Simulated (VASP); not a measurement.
# MnO (F-43m) in VASP: notebook

Runs on MnO. Level: PBE. Tasks: relaxation of cell and atoms, single point.

Everything below comes from runs of VASP 6.6.1. Logs are shortened: lines on timing, memory, paths and dates and some standing lists are left out, and cuts for length are marked.

## 1. The cell of the first run

It takes space group F-43m (No. 216, cubic). Conventional cell: a = 5.037 Å, b = 5.037 Å, c = 5.037 Å, α = 90.00°, β = 90.00°, γ = 90.00°. Within 2.9 Å of Mn (site symmetry -43m) lie 4 O at 2.18 Å. Within 2.9 Å of O (site symmetry -43m) lie 4 Mn at 2.18 Å.

## 2. Relaxation of cell and atoms, PBE, collinear spin, ferromagnetic start

INCAR

```
  ALGO = Normal
  EDIFF = 1E-7
  EDIFFG = -0.05
  ENCUT = 600
  GGA = PE
  IBRION = 2
  ISIF = 3
  ISMEAR = 0
  ISPIN = 2
  LASPH = T
  LCHARG = F
  LMAXMIX = 4
  LORBIT = 11
  LREAL = F
  LWAVE = F
  MAGMOM = 4.54 0.2
  NELM = 150
  NSW = 80
  PREC = Accurate
  SIGMA = 0.1
```

KPOINTS

```
k-points
0
Gamma
  8 8 8
```

POSCAR

```
MnO
1.0
    0.0000000000      2.5185368360      2.5185368360
    2.5185368360      0.0000000000      2.5185368360
    2.5185368360      2.5185368360      0.0000000000
Mn O
1 1
Direct
    0.0000000000      0.0000000000      0.0000000000
    0.7500000000      0.7500000000      0.7500000000
```

Potentials or basis: VASP PAW PBE potentials, release 64 (Mn_pv, O).

Launch:

```sh
> cat potpaw_PBE.64/Mn_pv/POTCAR potpaw_PBE.64/O/POTCAR > POTCAR
> mpirun -np 1 vasp_std > vasp.out
```

OUTCAR:

```text
EDIFF = 1E-7
   EDIFFG = -0.05
   ENCUT = 600
   GGA = PE
   IBRION = 2
   ISIF = 3
   ISMEAR = 0
   ISPIN = 2
   LASPH = T
   LORBIT = 11
   LREAL = F
   NELM = 150
   NSW = 80
   PREC = Accurate

 ion  position               nearest neighbor table
   1  0.000  0.000  0.000-   2 2.18   2 2.18   2 2.18   2 2.18
   2  0.750  0.750  0.750-   1 2.18   1 2.18   1 2.18   1 2.18

  LATTYP: Found a face centered cubic cell.
 ALAT       =     5.0370736720

  Lattice vectors:

 A1 = (   0.0000000000,   2.5185368360,   2.5185368360)
 A2 = (   2.5185368360,   0.0000000000,   2.5185368360)
 A3 = (   2.5185368360,   2.5185368360,   0.0000000000)

Analysis of symmetry for initial positions (statically):
=====================================================================
 Subroutine PRICEL returns:
 Original cell was already a primitive cell.

 Routine SETGRP: Setting up the symmetry group for a
 face centered cubic supercell.

 Subroutine GETGRP returns: Found 24 space group operations
 (whereof 24 operations were pure point group operations)
 out of a pool of 48 trial point group operations.

The static configuration has the point symmetry T_d .

Analysis of symmetry for dynamics (positions and initial velocities):
=====================================================================
 Subroutine PRICEL returns:
 Original cell was already a primitive cell.

 Routine SETGRP: Setting up the symmetry group for a
 face centered cubic supercell.

 Subroutine GETGRP returns: Found 24 space group operations
 (whereof 24 operations were pure point group operations)
 out of a pool of 48 trial point group operations.

The dynamic configuration has the point symmetry T_d .

Analysis of structural, dynamic, and magnetic symmetry:
=====================================================================
 Subroutine PRICEL returns:
 Original cell was already a primitive cell.

 Routine SETGRP: Setting up the symmetry group for a
 face centered cubic supercell.

 Subroutine GETGRP returns: Found 24 space group operations
 (whereof 24 operations were pure point group operations)
 out of a pool of 48 trial point group operations.

The overall configuration has the point symmetry T_d .

 Subroutine INISYM returns: Found 24 space group operations
 (whereof 24 operations are pure point group operations),
 and found     1 'primitive' translations

----------------------------------------------------------------------------------------

                                     Primitive cell

  volume of cell :      31.9503

  direct lattice vectors                    reciprocal lattice vectors
[... 96 lines left out ...]
   TEBEG  =    0.0;   TEEND  =   0.0 temperature during run
   PSTRESS=    0.0 pullay stress
   NELECT =      19.0000    total number of electrons
   NUPDOWN=      -1.0000    fix difference up-down
   EMIN   =  10.00;   EMAX   =-10.00  energy-range for DOS
   EFERMI =   0.00;   METHOD = LEGACY
   ISMEAR =     0;   SIGMA  =   0.10  broadening in eV -4-tet -1-fermi 0-gaus
   EFERMI_NEDOS =   21; number of points for ismear=-14 and -15
   IALGO  =     38    algorithm
   IMIX   =      4    mixing-type and parameters
     AMIX     =   0.40;   BMIX     =  1.00
     AMIX_MAG =   1.60;   BMIX_MAG =  1.00
  volume/ion in A,a.u.               =      15.98       107.81
  Fermi-wavevector in a.u.,A,eV,Ry     =   1.376684  2.601556 25.786577  1.895260
  Thomas-Fermi vector in A             =   2.501907
   LORBIT       =     11    0 simple, 1 ext, 2 COOP (PROOUT), +10 PAW based schemes
   GGA     = PE    functional components
   LHFCALC =     F    Hartree Fock is set to
   AEXX    =    0.0000 exact exchange contribution
   IVDW    =     0    specifies the selected vdW correction
   LEPSILON=     F    determine dielectric tensor
   LRPA    =     F    only Hartree local field effects (RPA)
 conjugate gradient relaxation of ions
 spin polarized calculation
 Gauss-broadening in eV      SIGMA  =   0.10
  energy-cutoff  :      600.00
  volume of cell :       31.95
 maximum number of plane-waves:      1090
   NGX = 15   NGY = 15   NGZ = 15

--------------------------------------- Ionic step        1  -------------------------------------------

 number of electron      19.0000007 magnetization       4.9999073

 Free energy of the ion-electron system (eV)
  ---------------------------------------------------
  ext. energy  EPLUGINS =         0.00000000
  ---------------------------------------------------
  free energy    TOTEN  =       -16.24019284 eV

  energy without entropy =      -16.23956720  energy(sigma->0) =      -16.23988002

 E-fermi :   3.6700     XC(G=0):  -9.6587

 val. band max:        3.6310990922   @ k =   0.0000   0.0000   0.0000
 cond. band min:       3.7608255363   @ k =   0.1250   0.0000   0.0000
 fundamental gap:      0.1297264441
 Fermi energy:         3.6699869955

 spin component 1

 k-point     1 :       0.0000    0.0000    0.0000
  band No.  band energies     occupation
      1     -46.6000      1.00000
      2     -46.6000      1.00000
      3     -46.6000      1.00000
      4     -14.7005      1.00000
      5      -1.2544      1.00000
      6      -1.2544      1.00000
      7      -1.2544      1.00000
      8       1.1635      1.00000
      9       1.1635      1.00000
     10       2.4896      1.00000
     11       3.6311      0.70884
     12       3.6311      0.70883
[... 924 lines left out ...]
--------------------------------------- Ionic step        3  -------------------------------------------

 number of electron      19.0000006 magnetization       4.9975894

 Free energy of the ion-electron system (eV)
  ---------------------------------------------------
  ext. energy  EPLUGINS =         0.00000000
  ---------------------------------------------------
  free energy    TOTEN  =       -16.42443864 eV

  energy without entropy =      -16.42296603  energy(sigma->0) =      -16.42370234

 E-fermi :   5.3091     XC(G=0): -10.3711

 val. band max:        5.2909922392   @ k =   0.0000   0.0000   0.0000
 cond. band min:       5.3174896946   @ k =   0.1250   0.0000   0.0000
 fundamental gap:      0.0264974554
 Fermi energy:         5.3090554985

 spin component 1

 k-point     1 :       0.0000    0.0000    0.0000
  band No.  band energies     occupation
      1     -45.1807      1.00000
      2     -45.1807      1.00000
      3     -45.1807      1.00000
      4     -14.2609      1.00000
      5      -0.6428      1.00000
      6      -0.6428      1.00000
      7      -0.6428      1.00000
      8       2.5297      1.00000
      9       2.5297      1.00000
     10       3.8661      1.00000
     11       5.3298      0.38464
     12       5.3298      0.38464
[... 882 lines left out ...]
  FREE ENERGIE OF THE ION-ELECTRON SYSTEM (eV)
  ---------------------------------------------------
  free  energy   TOTEN  =       -16.4244386424 eV

  energy  without entropy=      -16.4229660312  energy(sigma->0) =      -16.42370234

 reached required accuracy - stopping structural energy minimisation

 total charge

# of ion       s       p       d       tot
------------------------------------------
    1        0.232   6.211   4.933  11.375
    2        1.550   3.443   0.000   4.993
--------------------------------------------------
tot          1.782   9.654   4.933  16.369

 magnetization (x)

# of ion       s       p       d       tot
------------------------------------------
    1        0.036   0.058   4.331   4.425
    2        0.019   0.173   0.000   0.192
--------------------------------------------------
tot          0.055   0.231   4.331   4.618
```

OSZICAR:

```text
N       E                     dE             d eps       ncg     rms          rms(c)
DAV:   1     0.176856347479E+03    0.17686E+03   -0.11996E+04  1740   0.150E+03
DAV:   2    -0.832170991438E+01   -0.18518E+03   -0.17583E+03  1943   0.392E+02
[... 39 lines left out ...]
DAV:   5    -0.164243973241E+02    0.18755E-02   -0.24887E-03  1831   0.539E-01    0.198E-01
DAV:   6    -0.164244245540E+02   -0.27230E-04   -0.63894E-04  1866   0.265E-01    0.291E-02
DAV:   7    -0.164244347102E+02   -0.10156E-04   -0.26415E-05  1810   0.624E-02    0.182E-02
DAV:   8    -0.164244376504E+02   -0.29402E-05   -0.34997E-06  1982   0.304E-02    0.718E-03
DAV:   9    -0.164244386713E+02   -0.10208E-05   -0.11758E-06  1768   0.129E-02    0.130E-03
DAV:  10    -0.164244386424E+02    0.28902E-07   -0.71163E-08  1282   0.326E-03
   3 F= -.16424439E+02 E0= -.16423702E+02  d E =-.184246E+00  mag=     4.9976
```

CONTCAR:

```text
MnO
   1.00000000000000
     0.0000000000000000    2.4003293918990010    2.4003293918990010
     2.4003293918990010    0.0000000000000000    2.4003293918990010
     2.4003293918990010    2.4003293918990010    0.0000000000000000
  Mn              O
     1     1
Direct
     0.0000000000000000    0.0000000000000000    0.0000000000000000
     0.7500000000000000    0.7500000000000000    0.7500000000000000

  0.00000000E+00  0.00000000E+00  0.00000000E+00
  0.00000000E+00  0.00000000E+00  0.00000000E+00
```

Wall time 94 s (1 thread of Intel Xeon Platinum 8259CL at 2.50GHz (Skylake/Cascade Lake), shared host); peak memory 0.19 GiB.

Results:

| Quantity | Value |
| --- | --- |
| Free energy | -16.4244 eV |
| Relaxed volume | 13.83 Å³/atom |
| Relaxed cell | a = 3.395 Å, b = 3.395 Å, c = 3.395 Å, α = 60.00°, β = 60.00°, γ = 60.00° |
| Space group after relaxing (to 0.1 Å) | F-43m (No. 216) |
| Energy gained by relaxing | 92.1 meV/atom |
| Ionic steps | 3 |
| Pressure after relaxing | 0.1 GPa |
| Band gap on the k mesh | zero (filled and empty bands overlap) |
| Net moment | 5.00 μB per cell |
| Site moments | Mn +4.42; O +0.19 μB |
| Valence electrons inside the program's atomic spheres | Mn 11.38; O 4.99 |

The path:
```tsv
step	energy change (eV)	largest force (eV/Å)	pressure (GPa)	volume (Å³)
1	0.0000	0.0000	-12.16	31.95
2	-0.1697	0.0000	4.53	26.66
3	-0.1842	0.0000	0.15	27.66
```

Final structure:
```
Mn O
1.0
     0.00000    2.40033    2.40033
     2.40033    0.00000    2.40033
     2.40033    2.40033    0.00000
Mn O
1 1
Direct
  0.00000 0.00000 0.00000
  0.75000 0.75000 0.75000
```

Caveat: a cell with one magnetic atom can't hold antiferromagnetic order, which such compounds often take; semilocal functionals often make such compounds metallic where correlation or magnetic order opens a gap, which also shifts bond lengths. With open d or f shells a metallic result of PBE can be an artefact of self-interaction; +U or a hybrid may open a gap.

[end of part 1 of 2]
